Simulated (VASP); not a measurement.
# SnO2 in VASP: a series of runs, part 2 of 2

VASP 6.6.1. Earlier steps stand in the parts before.

### Step 4. Single point, PBE (strained)

Input file INCAR:

```
SYSTEM = SnO2
ALGO = Normal ; EDIFF = 1E-6
ENCUT = 520 ; GGA = PE
ISIF = 2 ; ISMEAR = 0
LASPH = .TRUE. ; LCHARG = .FALSE.
LREAL = .FALSE. ; LWAVE = .FALSE.
NBANDS = 20 ; NELM = 80
PREC = Accurate ; SIGMA = 0.02
```

Input file KPOINTS:

```
k-points
0
G
  12 12 12
  0 0 0
```

Input file POSCAR:

```
SnO2
1.0
    1.6348325862      0.9438710338      4.9972728622
   -1.6348325862      0.9438710338      4.9972728622
    0.0000000000     -1.8877420675      4.9972728622
Sn O
1 2
Direct
    0.5000000000      0.5000000000      0.5000000000
    0.2584303071      0.2584303071      0.2584303071
    0.7415696929      0.7415696929      0.7415696929
```

Potentials or basis: VASP PAW PBE potentials, release 64 (Sn_d, O).

Started as:

```console
cat potpaw_PBE.64/Sn_d/POTCAR potpaw_PBE.64/O/POTCAR > POTCAR
mpirun -np 1 vasp_std > vasp.out
```

OUTCAR:

```text
SYSTEM = SnO2
   EDIFF = 1E-6
   ENCUT = 520
   GGA = PE
   ISIF = 2
   ISMEAR = 0
   LASPH = .TRUE.
   LREAL = .FALSE.
   NELM = 80
   PREC = Accurate

 ion  position               nearest neighbor table
   1  0.500  0.500  0.500-   2 2.34   2 2.34   3 2.34   3 2.34   2 2.34   3 2.34
   2  0.258  0.258  0.258-   1 2.34   1 2.34   1 2.34
   3  0.742  0.742  0.742-   1 2.34   1 2.34   1 2.34

  LATTYP: Found a trigonal (rhomboedric) cell.
 ALAT       =     5.3419384284
 COS(alpha) =     0.8126823024

  Lattice vectors:

 A1 = (   1.6348325862,   0.9438710338,   4.9972728622)
 A2 = (  -1.6348325862,   0.9438710338,   4.9972728622)
 A3 = (   0.0000000000,  -1.8877420675,   4.9972728622)

Analysis of symmetry for initial positions (statically):
=====================================================================
 Subroutine PRICEL returns:
 Original cell was already a primitive cell.

 Routine SETGRP: Setting up the symmetry group for a
 trigonal (rhombohedral) supercell.

 Subroutine GETGRP returns: Found 12 space group operations
 (whereof 12 operations were pure point group operations)
 out of a pool of 12 trial point group operations.

The static configuration has the point symmetry D_3d.

Analysis of symmetry for dynamics (positions and initial velocities):
=====================================================================
 Subroutine PRICEL returns:
 Original cell was already a primitive cell.

 Routine SETGRP: Setting up the symmetry group for a
 trigonal (rhombohedral) supercell.

 Subroutine GETGRP returns: Found 12 space group operations
 (whereof 12 operations were pure point group operations)
 out of a pool of 12 trial point group operations.

The dynamic configuration has the point symmetry D_3d.

 Subroutine INISYM returns: Found 12 space group operations
 (whereof 12 operations are pure point group operations),
 and found     1 'primitive' translations

----------------------------------------------------------------------------------------

                                     Primitive cell

  volume of cell :      46.2669

  direct lattice vectors                    reciprocal lattice vectors
     1.634832586  0.943871034  4.997272862     0.305841714  0.176577796  0.066703048
    -1.634832586  0.943871034  4.997272862    -0.305841714  0.176577796  0.066703048
     0.000000000 -1.887742068  4.997272862     0.000000000 -0.353155592  0.066703048

  length of vectors
     5.341938428  5.341938428  5.341938428     0.359399734  0.359399734  0.359399734

  position of ions in fractional coordinates (direct lattice)
     0.500000000  0.500000000  0.500000000
     0.258430307  0.258430307  0.258430307
     0.741569693  0.741569693  0.741569693

  ion indices of the primitive-cell ions
   primitive index   ion index
                 1           1
                 2           2
                 3           3

----------------------------------------------------------------------------------------

 KPOINTS: k-points

Automatic generation of k-mesh.
 Grid dimensions read from file:
 generate k-points for:   12   12   12

 Generating k-lattice:

  Cartesian coordinates                     Fractional coordinates (reciprocal lattice)
     0.025486809  0.014714816  0.005558587     0.083333333 -0.000000000 -0.000000000
    -0.025486809  0.014714816  0.005558587    -0.000000000  0.083333333 -0.000000000
     0.000000000 -0.029429633  0.005558587    -0.000000000 -0.000000000  0.083333333

  Length of vectors
     0.029949978  0.029949978  0.029949978

  Shift w.r.t. Gamma in fractional coordinates (k-lattice)
     0.000000000  0.000000000  0.000000000

 Subroutine IBZKPT returns following result:
 ===========================================

 Found    189 irreducible k-points:

 Following reciprocal coordinates:
            Coordinates               Weight
  0.000000  0.000000  0.000000      1.000000
  0.083333 -0.000000  0.000000      6.000000
  0.166667 -0.000000  0.000000      6.000000
  0.250000  0.000000  0.000000      6.000000
  0.333333  0.000000  0.000000      6.000000
  0.416667  0.000000  0.000000      6.000000
[... 16 lines left out ...]
  0.500000  0.166667  0.000000     12.000000
 -0.416667  0.166667 -0.000000     12.000000
 [... further k-points ...]
   k-points           NKPTS =    189   k-points in BZ     NKDIM =    189   number of bands    NBANDS=     20
   number of dos      NEDOS =    301   number of ions     NIONS =      3
   total plane-waves  NPLWV =  64000
   dimension x,y,z NGX =    40 NGY =   40 NGZ =   40
   dimension x,y,z NGXF=    80 NGYF=   80 NGZF=   80
   ions per type =               1   2
   NGX,Y,Z   is equivalent  to a cutoff of  12.45, 12.45, 12.45 a.u.
   NGXF,Y,Z  is equivalent  to a cutoff of  24.90, 24.90, 24.90 a.u.
 SYSTEM =  SnO2
   PREC   = accura    normal or accurate (medium, high low for compatibility)
   ISTART =      0    job   : 0-new  1-cont  2-samecut
   ICHARG =      2    charge: 1-file 2-atom 10-const
   ISPIN  =      1    spin polarized calculation?
   LNONCOLLINEAR =      F non collinear calculations
   LSORBIT =      F    spin-orbit coupling
   LASPH  =      T    aspherical Exc in radial PAW
   ENCUT  =  520.0 eV  38.22 Ry    6.18 a.u.   9.93  9.93  9.93*2*pi/ulx,y,z
   NELM   =     80;   NELMIN=  2; NELMDL= -5     # of ELM steps
   EDIFF  = 0.1E-05   stopping-criterion for ELM
   LREAL  =      F    real-space projection
   EDIFFG = 0.1E-04   stopping-criterion for IOM
   NSW    =      0    number of steps for IOM
   IBRION =     -1    ionic relax: 0-MD 1-quasi-New 2-CG
   NFREE  =      0    steps in history (QN), initial steepest desc. (CG)
   ISIF   =      2    stress and relaxation
   ISYM   =      2    0-nonsym 1-usesym 2-fastsym
   POTIM  = 0.5000    time-step for ionic-motion
   TEBEG  =    0.0;   TEEND  =   0.0 temperature during run
   PSTRESS=    0.0 pullay stress
   NELECT =      26.0000    total number of electrons
   NUPDOWN=      -1.0000    fix difference up-down
   EMIN   =  10.00;   EMAX   =-10.00  energy-range for DOS
   EFERMI =   0.00;   METHOD = LEGACY
   ISMEAR =     0;   SIGMA  =   0.02  broadening in eV -4-tet -1-fermi 0-gaus
   EFERMI_NEDOS =   21; number of points for ismear=-14 and -15
   IALGO  =     38    algorithm
   IMIX   =      4    mixing-type and parameters
     AMIX     =   0.40;   BMIX     =  1.00
     AMIX_MAG =   1.60;   BMIX_MAG =  1.00
  volume/ion in A,a.u.               =      15.42       104.07
  Fermi-wavevector in a.u.,A,eV,Ry     =   1.350960  2.552944 24.831901  1.825093
  Thomas-Fermi vector in A             =   2.478421
   LORBIT       =      0    0 simple, 1 ext, 2 COOP (PROOUT), +10 PAW based schemes
   GGA     = PE    functional components
   LHFCALC =     F    Hartree Fock is set to
   AEXX    =    0.0000 exact exchange contribution
   IVDW    =     0    specifies the selected vdW correction
   LEPSILON=     F    determine dielectric tensor
   LRPA    =     F    only Hartree local field effects (RPA)
 non-spin polarized calculation
 Gauss-broadening in eV      SIGMA  =   0.02
  energy-cutoff  :      520.00
  volume of cell :       46.27
 maximum number of plane-waves:      1265
   NGX = 19   NGY = 19   NGZ = 19

 number of electron      26.0000002 magnetization

 Free energy of the ion-electron system (eV)
  ---------------------------------------------------
  ext. energy  EPLUGINS =         0.00000000
  ---------------------------------------------------
  free energy    TOTEN  =       -16.61626493 eV

  energy without entropy =      -16.61626493  energy(sigma->0) =      -16.61626493

 E-fermi :   2.9629     XC(G=0): -10.0271

 val. band max:        2.7855302692   @ k =  -0.1667   0.1667   0.0000
 cond. band min:       3.7143179199   @ k =   0.0000   0.0000   0.0000
 fundamental gap:      0.9287876506
 Fermi energy:         2.9628826653

 k-point     1 :       0.0000    0.0000    0.0000
  band No.  band energies     occupation
      1     -17.4687      2.00000
      2     -17.4687      2.00000
      3     -17.4089      2.00000
      4     -17.2833      2.00000
      5     -17.2833      2.00000
      6     -14.0791      2.00000
[... 12 lines left out ...]
     19      18.6095      0.00000
     20      18.6095      0.00000
[... 507 lines left out ...]
 k-point    24 :      -0.4167    0.1667   -0.0000
  band No.  band energies     occupation
      1     -17.6326      2.00000
      2     -17.4222      2.00000
      3     -17.3736      2.00000
      4     -17.3120      2.00000
      5     -17.2658      2.00000
      6     -12.8957      2.00000
[... 12 lines left out ...]
     19      16.2491      0.00000
     20      18.2544      0.00000

 [... further k-points ...]
[... 5 lines left out ...]
  --------------------------------------------------------------------------------------
  -------------------------------------------------------------------------------------
  Total       -3.6376943     -3.6376943     -9.6394240      0.0000000     -0.0000000     -0.0000000
  in kB     -125.9698230   -125.9698230   -333.8039007      0.0000000     -0.0000000     -0.0000000
  external PRESSURE =    -195.2478489 kB  Pullay stress =       0.0000000 kB

 VOLUME and BASIS-vectors are now :
 -----------------------------------------------------------------------------
  energy-cutoff  :      520.00
  volume of cell :       46.27
      direct lattice vectors                 reciprocal lattice vectors
     1.634832586  0.943871034  4.997272862     0.305841714  0.176577796  0.066703048
    -1.634832586  0.943871034  4.997272862    -0.305841714  0.176577796  0.066703048
     0.000000000 -1.887742068  4.997272862     0.000000000 -0.353155592  0.066703048

 POSITION                                       TOTAL-FORCE (eV/Angst)
 -----------------------------------------------------------------------------------
      0.00000      0.00000      7.49591         0.000000      0.000000      0.000000
      0.00000      0.00000      3.87434        -0.000000     -0.000000     -3.793149
      0.00000      0.00000     11.11748        -0.000000      0.000000      3.793149
 -----------------------------------------------------------------------------------
    total drift:                                0.000000      0.000000      0.000000

  FREE ENERGIE OF THE ION-ELECTRON SYSTEM (eV)
  ---------------------------------------------------
  free  energy   TOTEN  =       -16.6162649318 eV

  energy  without entropy=      -16.6162649318  energy(sigma->0) =      -16.61626493
```

OSZICAR:

```text
N       E                     dE             d eps       ncg     rms          rms(c)
DAV:   1     0.246953248479E+03    0.24695E+03   -0.13800E+04  8016   0.185E+03
DAV:   2     0.965214273339E+01   -0.23730E+03   -0.22549E+03  8252   0.482E+02
DAV:   3    -0.182667189346E+02   -0.27919E+02   -0.27546E+02  8808   0.137E+02
DAV:   4    -0.191071460813E+02   -0.84043E+00   -0.83967E+00  8364   0.259E+01
DAV:   5    -0.191239572807E+02   -0.16811E-01   -0.16811E-01  9184   0.393E+00    0.916E+00
DAV:   6    -0.168181881500E+02    0.23058E+01   -0.15354E+01 11384   0.621E+01    0.476E+00
DAV:   7    -0.166350083563E+02    0.18318E+00   -0.12504E+00  9588   0.862E+00    0.184E+00
DAV:   8    -0.166172054526E+02    0.17803E-01   -0.13592E-01  8236   0.303E+00    0.428E-01
DAV:   9    -0.166161183513E+02    0.10871E-02   -0.84424E-03 10992   0.818E-01    0.153E-01
DAV:  10    -0.166162111887E+02   -0.92837E-04   -0.24578E-03  8272   0.446E-01    0.327E-02
DAV:  11    -0.166162642282E+02   -0.53039E-04   -0.91176E-05  9272   0.928E-02    0.152E-02
DAV:  12    -0.166162649660E+02   -0.73781E-06   -0.11393E-05  8832   0.292E-02    0.445E-03
DAV:  13    -0.166162649318E+02    0.34282E-07   -0.90199E-07  5400   0.778E-03
   1 F= -.16616265E+02 E0= -.16616265E+02  d E =-.300184E-38
```

Run time: 3.4 min. Hardware: 1 thread of AMD EPYC 9R45 (Zen 5), shared host; peak memory 0.31 GiB.

What came out:

```yaml
Free_energy: -16.6163 eV
Pressure: -19.5 GPa
Largest_force: 3.793 eV/Å
Band_gap_on_the_k_mesh: 0.93 eV (least direct gap 1.08 eV)
```

Forces in eV/Å, atoms in the order of the input:
```
Sn   0.000  0.000  0.000
O    0.000  0.000 -3.793
O    0.000  0.000  3.793
```

Caveat: the cell differs from its parent crystal (strained); the cell stands under tension; spin-orbit coupling is left out, which moves the levels of the heavy elements; forces of over 1 eV/Å act on the atoms, so gaps and moduli don't describe the material at rest. A k mesh can miss the band edges.

### Step 5. The runs side by side

| cell | gap on the mesh (eV) | pressure (GPa) | largest force (eV/Å) |
| --- | --- | --- | --- |
| a = 5.031 Å, angles 37.6°, 3 atoms, atomic positions A | 1.76 | -1.2 | 0.42 |
| a = 5.455 Å, angles 33.8°, 3 atoms, atomic positions B | 2.48 | 7.3 | 0.46 |
| a = 5.342 Å, angles 35.6°, 3 atoms, atomic positions C | 0.93 | -19.5 | 3.79 |

Alike in all rows: task single point; level PBE; potentials or basis VASP PAW PBE potentials, release 64 (Sn_d, O); no spin polarisation; k mesh 12 × 12 × 12; cutoff (eV) 520; smearing gaussian 0.02 eV.

Caveats: spin-orbit coupling is left out, which moves the levels of the heavy elements; the cell stands under pressure (at least some runs); the cell stands under tension (at least some runs); forces of over 1 eV/Å act on the atoms, so gaps and moduli don't describe the material at rest (at least some runs).

Absolute energies hang on the potentials; compare differences alone.
